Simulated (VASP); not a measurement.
# Sn (Immm) in VASP: further runs, part 2 of 2

VASP 6.6.1. Earlier steps stand in the parts before.

### 3 Electric field gradients, PBEsol (volume scaled by 1.02)

Contents of INCAR:

```
SYSTEM = Sn
  PREC = Accurate
  ENCUT = 520
  EDIFF = 1E-8
  ISMEAR = -1
  SIGMA = 0.03
  LREAL = .FALSE.
  LASPH = .TRUE.
  NELM = 100
  ALGO = Normal
  ISIF = 2
  LWAVE = .FALSE.
  LCHARG = .FALSE.
  GGA = PS
  LEFG = .TRUE.
  NBANDS = 13
```

Contents of KPOINTS:

```
Automatic mesh
0
G
  16 16 16
  0 0 0
```

Contents of POSCAR:

```
Sn
1.0
   -1.7379733663      1.7873059321      2.3538281599
    1.7379733663     -1.7873059321      2.3538281599
    1.7379733663      1.7873059321     -2.3538281599
Sn
1
Direct
    0.0000000000      0.0000000000      0.0000000000
```

Potentials or basis: VASP PAW PBE potentials, release 64 (Sn_d).

Run with:

```
> cat potpaw_PBE.64/Sn_d/POTCAR > POTCAR
> mpirun -np 1 vasp_std > vasp.out
```

OUTCAR:

```text
SYSTEM = Sn
   PREC = Accurate
   ENCUT = 520
   EDIFF = 1E-8
   ISMEAR = -1
   LREAL = .FALSE.
   LASPH = .TRUE.
   NELM = 100
   ISIF = 2
   GGA = PS

 ion  position               nearest neighbor table
   1  0.000  0.000  0.000-

  LATTYP: Found a body centered orthorhombic cell.
 ALAT       =     3.4759467326
 B/A-ratio  =     1.0283851104
 C/A-ratio  =     1.3543522620

  Lattice vectors:

 A1 = (  -1.7379733663,   1.7873059321,   2.3538281599)
 A2 = (   1.7379733663,  -1.7873059321,   2.3538281599)
 A3 = (   1.7379733663,   1.7873059321,  -2.3538281599)

Analysis of symmetry for initial positions (statically):
=====================================================================
 Subroutine PRICEL returns:
 Original cell was already a primitive cell.

 Routine SETGRP: Setting up the symmetry group for a
 body centered orthorhombic supercell.

 Subroutine GETGRP returns: Found  8 space group operations
 (whereof  8 operations were pure point group operations)
 out of a pool of  8 trial point group operations.

The static configuration has the point symmetry D_2h.

Analysis of symmetry for dynamics (positions and initial velocities):
=====================================================================
 Subroutine PRICEL returns:
 Original cell was already a primitive cell.

 Routine SETGRP: Setting up the symmetry group for a
 body centered orthorhombic supercell.

 Subroutine GETGRP returns: Found  8 space group operations
 (whereof  8 operations were pure point group operations)
 out of a pool of  8 trial point group operations.

The dynamic configuration has the point symmetry D_2h.

 Subroutine INISYM returns: Found  8 space group operations
 (whereof  8 operations are pure point group operations),
 and found     1 'primitive' translations

----------------------------------------------------------------------------------------

                                     Primitive cell

  volume of cell :      29.2467

  direct lattice vectors                    reciprocal lattice vectors
    -1.737973366  1.787305932  2.353828160     0.000000000  0.279750652  0.212419924
     1.737973366 -1.787305932  2.353828160     0.287691405  0.000000000  0.212419924
     1.737973366  1.787305932 -2.353828160     0.287691405  0.279750652  0.000000000

  length of vectors
     3.428632515  3.428632515  3.428632515     0.351258668  0.357615113  0.401281412

  position of ions in fractional coordinates (direct lattice)
     0.000000000  0.000000000  0.000000000

  ion indices of the primitive-cell ions
   primitive index   ion index
                 1           1

----------------------------------------------------------------------------------------

 KPOINTS: Automatic mesh

Automatic generation of k-mesh.
 Grid dimensions read from file:
 generate k-points for:   16   16   16

 Generating k-lattice:

  Cartesian coordinates                     Fractional coordinates (reciprocal lattice)
     0.000000000  0.017484416  0.013276245     0.062500000  0.000000000 -0.000000000
[... 68 lines left out ...]
   TEBEG  =    0.0;   TEEND  =   0.0 temperature during run
   PSTRESS=    0.0 pullay stress
   NELECT =      14.0000    total number of electrons
   NUPDOWN=      -1.0000    fix difference up-down
   EMIN   =  10.00;   EMAX   =-10.00  energy-range for DOS
   EFERMI =   0.00;   METHOD = LEGACY
   ISMEAR =    -1;   SIGMA  =   0.03  broadening in eV -4-tet -1-fermi 0-gaus
   EFERMI_NEDOS =   21; number of points for ismear=-14 and -15
   IALGO  =     38    algorithm
   IMIX   =      4    mixing-type and parameters
     AMIX     =   0.40;   BMIX     =  1.00
     AMIX_MAG =   1.60;   BMIX_MAG =  1.00
  volume/ion in A,a.u.               =      29.25       197.37
  Fermi-wavevector in a.u.,A,eV,Ry     =   1.280635  2.420049 22.313897  1.640025
  Thomas-Fermi vector in A             =   2.413051
   LORBIT       =      0    0 simple, 1 ext, 2 COOP (PROOUT), +10 PAW based schemes
   GGA     = PS    functional components
   LHFCALC =     F    Hartree Fock is set to
   AEXX    =    0.0000 exact exchange contribution
   IVDW    =     0    specifies the selected vdW correction
   LEPSILON=     F    determine dielectric tensor
   LRPA    =     F    only Hartree local field effects (RPA)
 non-spin polarized calculation
  energy-cutoff  :      520.00
  volume of cell :       29.25
 maximum number of plane-waves:       810
 NGX is ok and might be reduce to    28
   NGX = 13   NGY = 13   NGZ = 13

 number of electron      13.9999999 magnetization

 Free energy of the ion-electron system (eV)
  ---------------------------------------------------
  ext. energy  EPLUGINS =         0.00000000
  ---------------------------------------------------
  free energy    TOTEN  =        -4.19417563 eV

  energy without entropy =       -4.19237117  energy(sigma->0) =       -4.19327340

 E-fermi :   7.1222     XC(G=0): -10.1624

 val. band max:        7.1184818166   @ k =   0.4375   0.2500   0.1250
 cond. band min:       7.1259573529   @ k =   0.1250   0.2500  -0.0000
 fundamental gap:      0.0074755363
 Fermi energy:         7.1222399616

 k-point     1 :       0.0000    0.0000    0.0000
  band No.  band energies     occupation
      1     -14.3130      2.00000
      2     -14.2990      2.00000
      3     -14.2804      2.00000
      4     -14.2529      2.00000
      5     -14.2196      2.00000
      6      -3.5129      2.00000
      7      13.9892      0.00000
      8      14.1338      0.00000
      9      14.5203      0.00000
     10      17.7210      0.00000
     11      18.1508      0.00000
     12      18.6440      0.00000
     13      18.8085      0.00000
[... 354 lines left out ...]
  band No.  band energies     occupation
      1     -14.3117      2.00000
      2     -14.2897      2.00000
      3     -14.2736      2.00000
      4     -14.2533      2.00000
      5     -14.2185      2.00000
      6      -3.2480      2.00000
      7      12.1659      0.00000
      8      13.3461      0.00000
      9      13.9577      0.00000
     10      16.6977      0.00000
     11      18.9451      0.00000
     12      19.4299      0.00000
     13      19.6365      0.00000

 [... further k-points ...]
[... 5 lines left out ...]
  --------------------------------------------------------------------------------------
  -------------------------------------------------------------------------------------
  Total       -0.7306444     -0.8343221     -0.8084777      0.0000000      0.0000000      0.0000000
  in kB      -40.0257881    -45.7054040    -44.2896113      0.0000000      0.0000000      0.0000000
  external PRESSURE =     -43.3402678 kB  Pullay stress =       0.0000000 kB

 VOLUME and BASIS-vectors are now :
 -----------------------------------------------------------------------------
  energy-cutoff  :      520.00
  volume of cell :       29.25
      direct lattice vectors                 reciprocal lattice vectors
    -1.737973366  1.787305932  2.353828160     0.000000000  0.279750652  0.212419924
     1.737973366 -1.787305932  2.353828160     0.287691405  0.000000000  0.212419924
     1.737973366  1.787305932 -2.353828160     0.287691405  0.279750652  0.000000000

 POSITION                                       TOTAL-FORCE (eV/Angst)
 -----------------------------------------------------------------------------------
      0.00000      0.00000      0.00000         0.000000     -0.000000      0.000000
 -----------------------------------------------------------------------------------
    total drift:                               -0.000000     -0.000000     -0.000000

  FREE ENERGIE OF THE ION-ELECTRON SYSTEM (eV)
  ---------------------------------------------------
  free  energy   TOTEN  =        -4.1941756294 eV

  energy  without entropy=       -4.1923711750  energy(sigma->0) =       -4.19327340

 Electric field gradients (V/A^2)
---------------------------------------------------------------------
 ion       V_xx      V_yy      V_zz      V_xy      V_xz      V_yz
---------------------------------------------------------------------
   1      -0.838    12.325   -11.486     0.000     0.001     0.001
---------------------------------------------------------------------

 Electric field gradients after diagonalization (V/A^2)
 (convention: |V_zz| > |V_xx| > |V_yy|)
----------------------------------------------------------------------
 ion       V_xx      V_yy      V_zz     asymmetry (V_yy - V_xx)/ V_zz
----------------------------------------------------------------------
   1     -11.486    -0.838    12.325       0.864
----------------------------------------------------------------------

           NMR quadrupolar parameters

 Cq : quadrupolar parameter    Cq=e*Q*V_zz/h
 eta: asymmetry parameters     (V_yy - V_xx)/ V_zz
 Q  : nuclear electric quadrupole moment in mb (millibarn)
----------------------------------------------------------------------
 ion       Cq(MHz)       eta       Q (mb)
----------------------------------------------------------------------
   1       0.030       0.864       1.000
----------------------------------------------------------------------
```

Run time: 3.3 min. Hardware: 1 thread of Intel Xeon 6975P-C, shared host; peak memory 0.34 GiB.

Results:

```yaml
Free_energy: -4.1942 eV
Pressure: -4.3 GPa
Band_gap_on_the_k_mesh: zero (band 7 reaches 13.99 eV, above the bottom of band 8 at 5.18 eV)
```

Stress tensor (GPa, compression positive):
```
-4.00  0.00  0.00
 0.00 -4.57  0.00
 0.00  0.00 -4.43
```

Electric field gradients, principal values (V/Å²):
```tsv
atom	least	middle	greatest (by size)
1 Sn	-0.838	-11.486	12.325
```

Caveat: without QUAD_EFG the Cq values of the log hold for a quadrupole moment of 1 mb, not for the nuclei; the PAW data sets were made with another functional, which shifts forces and pressure a little; spin-orbit coupling is left out, which moves the levels of the heavy elements.

### 4 Electric field gradients, PBEsol (volume scaled by 1.04)

Contents of INCAR:

```
PREC     = Accurate       # precision mode
ENCUT    = 520            # plane-wave cutoff, eV
EDIFF    = 1E-8           # SCF threshold, eV
ISMEAR   = -1             # smearing method
SIGMA    = 0.03           # smearing width, eV
LREAL    = False          # projectors in reciprocal space
LASPH    = True           # aspherical terms in the spheres
NELM     = 80             # most SCF steps
ALGO     = Normal         # electronic algorithm
ISIF     = 2              # what is computed and relaxed
LWAVE    = False          # write WAVECAR
LCHARG   = False          # write CHGCAR
GGA      = PS             # functional
LEFG     = True         
NBANDS   = 13             # bands
```

Contents of KPOINTS:

```
Automatic mesh
0
Gamma
  16 16 16
```

Contents of POSCAR:

```
Sn
1.0
   -1.7492592239      1.7989121400      2.3691131866
    1.7492592239     -1.7989121400      2.3691131866
    1.7492592239      1.7989121400     -2.3691131866
Sn
1
Direct
    0.0000000000      0.0000000000      0.0000000000
```

Potentials or basis: VASP PAW PBE potentials, release 64 (Sn_d).

Run with:

```
> cat potpaw_PBE.64/Sn_d/POTCAR > POTCAR
> mpirun -np 1 vasp_std > vasp.out
```

OUTCAR:

```text
PREC = Accurate
   ENCUT = 520
   EDIFF = 1E-8
   ISMEAR = -1
   LREAL = False
   LASPH = True
   NELM = 80
   ISIF = 2
   GGA = PS

 ion  position               nearest neighbor table
   1  0.000  0.000  0.000-

  LATTYP: Found a body centered orthorhombic cell.
 ALAT       =     3.4985184478
 B/A-ratio  =     1.0283851103
 C/A-ratio  =     1.3543522619

  Lattice vectors:

 A1 = (  -1.7492592239,   1.7989121400,   2.3691131866)
 A2 = (   1.7492592239,  -1.7989121400,   2.3691131866)
 A3 = (   1.7492592239,   1.7989121400,  -2.3691131866)

Analysis of symmetry for initial positions (statically):
=====================================================================
 Subroutine PRICEL returns:
 Original cell was already a primitive cell.

[... 568 lines left out ...]
  external PRESSURE =     -49.6387753 kB  Pullay stress =       0.0000000 kB

 VOLUME and BASIS-vectors are now :
 -----------------------------------------------------------------------------
  energy-cutoff  :      520.00
  volume of cell :       29.82
      direct lattice vectors                 reciprocal lattice vectors
    -1.749259224  1.798912140  2.369113187     0.000000000  0.277945759  0.211049435
     1.749259224 -1.798912140  2.369113187     0.285835280  0.000000000  0.211049435
     1.749259224  1.798912140 -2.369113187     0.285835280  0.277945759  0.000000000

 POSITION                                       TOTAL-FORCE (eV/Angst)
 -----------------------------------------------------------------------------------
      0.00000      0.00000      0.00000         0.000000     -0.000000      0.000000
 -----------------------------------------------------------------------------------
    total drift:                                0.000000     -0.000000     -0.000000

  FREE ENERGIE OF THE ION-ELECTRON SYSTEM (eV)
  ---------------------------------------------------
  free  energy   TOTEN  =        -4.1777478386 eV

  energy  without entropy=       -4.1760315837  energy(sigma->0) =       -4.17688971

 Electric field gradients (V/A^2)
---------------------------------------------------------------------
 ion       V_xx      V_yy      V_zz      V_xy      V_xz      V_yz
---------------------------------------------------------------------
   1      -0.925    12.521   -11.596     0.001     0.001     0.001
---------------------------------------------------------------------

 Electric field gradients after diagonalization (V/A^2)
 (convention: |V_zz| > |V_xx| > |V_yy|)
----------------------------------------------------------------------
 ion       V_xx      V_yy      V_zz     asymmetry (V_yy - V_xx)/ V_zz
----------------------------------------------------------------------
   1     -11.596    -0.925    12.521       0.852
----------------------------------------------------------------------

           NMR quadrupolar parameters

 Cq : quadrupolar parameter    Cq=e*Q*V_zz/h
 eta: asymmetry parameters     (V_yy - V_xx)/ V_zz
 Q  : nuclear electric quadrupole moment in mb (millibarn)
----------------------------------------------------------------------
 ion       Cq(MHz)       eta       Q (mb)
----------------------------------------------------------------------
   1       0.030       0.852       1.000
----------------------------------------------------------------------
```

Wall time 3.6 min (1 thread of Intel Xeon 6975P-C, shared host); peak memory 0.34 GiB.

Results:

- Free energy: -4.1777 eV
- Pressure: -5.0 GPa
- Band gap on the k mesh: zero (band 7 reaches 13.63 eV, above the bottom of band 8 at 5.01 eV)

Stress tensor (GPa, compression positive):
```
-4.65  0.00  0.00
 0.00 -5.24  0.00
 0.00  0.00 -5.00
```

Electric field gradients, principal values (V/Å²):
```
atom   least   middle  greatest (by size)
1 Sn  -0.925  -11.596              12.521
```

Caveat: without QUAD_EFG the Cq values of the log hold for a quadrupole moment of 1 mb, not for the nuclei; the PAW data sets were made with another functional, which shifts forces and pressure a little; spin-orbit coupling is left out, which moves the levels of the heavy elements.

### 5 Summary

| cell | gap on the mesh (eV) | pressure (GPa) |
| --- | --- | --- |
| a = 3.406 Å, angles 119.1, 117.2, 93.3°, 1 atom | none | -3.6 |
| a = 3.429 Å, angles 119.1, 117.2, 93.3°, 1 atom | none | -4.3 |
| a = 3.451 Å, angles 119.1, 117.2, 93.3°, 1 atom | none | -5.0 |

Alike in all rows: task electric field gradients; level PBEsol; potentials or basis VASP PAW PBE potentials, release 64 (Sn_d); no spin polarisation; k mesh 16 × 16 × 16; cutoff (eV) 520; smearing fermi-dirac 0.03 eV.

Caveats: the PAW data sets were made with another functional, which shifts forces and pressure a little; spin-orbit coupling is left out, which moves the levels of the heavy elements.

Total energies depend on the potentials used, so only differences within one code and one set of settings carry meaning.
